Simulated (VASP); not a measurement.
Pd, 1 atom in the cell. The structure is cubic, space group Fm-3m (No. 225). The conventional cell has a = 3.893 Å, b = 3.893 Å, c = 3.893 Å, α = 90.00°, β = 90.00°, γ = 90.00°. Pd (site symmetry m-3m) has 12 Pd at 2.75 Å within 3.6 Å. 

* Program: VASP 6.6.1
* Task: relaxation of cell and atoms
* Functional: PBE
* Potentials or basis: VASP PAW PBE potentials, release 64 (Pd)
* Cutoff: 600 eV
* k mesh: 14 × 14 × 14
* Occupations: fermi-dirac, width 0.05 eV
* Spin: no spin polarisation
* Dipole correction: no
* Further INCAR settings: ALGO = Normal; EDIFF = 1e-06; IBRION = 2; EDIFFG = -0.005; NSW = 100; ISIF = 3

Potentials or basis: VASP PAW PBE potentials, release 64 (Pd).

Command:

```console
$ cat potpaw_PBE.64/Pd/POTCAR > POTCAR
$ mpirun -np 1 vasp_std > vasp.out
```

Hardware: 1 thread of Intel Xeon 8259CL (shared host).

**Question.** Estimate the wall time of this run.

**Answer.** Run time: 57 s on 1 thread of Intel Xeon 8259CL (shared host), peak memory 0.16 GiB. Counts: scf iterations 30, k points 104, ion steps 5.
